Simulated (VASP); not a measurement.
**KCl: single point with LDA**

Crystal: KCl.

```
CELL_PARAMETERS angstrom
0.00000 3.14488 3.14488
3.14488 0.00000 3.14488
3.14488 3.14488 0.00000
ATOMIC_POSITIONS crystal
K 0.00000 0.00000 0.00000
Cl 0.50000 0.50000 0.50000
```

```
Program                : VASP 6.6.1
Task                   : single point
Functional             : LDA
Potentials or basis    : VASP PAW LDA potentials, release 64 (K_sv, Cl)
Cutoff                 : 520 eV
k mesh                 : 8 × 8 × 8
Occupations            : gaussian, width 0.01 eV
Spin                   : no spin polarisation
Dipole correction      : no
Further INCAR settings : ALGO = Normal; EDIFF = 1e-06; NBANDS = 15
```

- Pressure: -1.9 GPa
- Band gap on the k mesh: 4.75 eV

Levels at points of the mesh, in eV from the valence-band top:
```tsv
k point	band 4	band 5	band 6	band 7	band 8	band 9	band 10	band 11	band 12	band 13
(0.00, 0.00, 0.00)	-10.53	-10.53	0.00	0.00	0.00	4.75	8.09	8.09	8.09	9.02
(0.50, 0.00, 0.00)	-10.54	-10.28	-1.13	-0.35	-0.35	7.19	8.26	10.28	10.28	11.12
(0.50, 0.50, 0.00)	-10.59	-10.59	-0.70	-0.24	-0.24	6.17	7.98	9.66	10.05	10.41
```

It took 22 s on 1 thread of Intel(R) Xeon(R) Platinum 8488C (Sapphire Rapids) (shared host), peak memory 0.18 GiB.

A k mesh can miss the band edges.
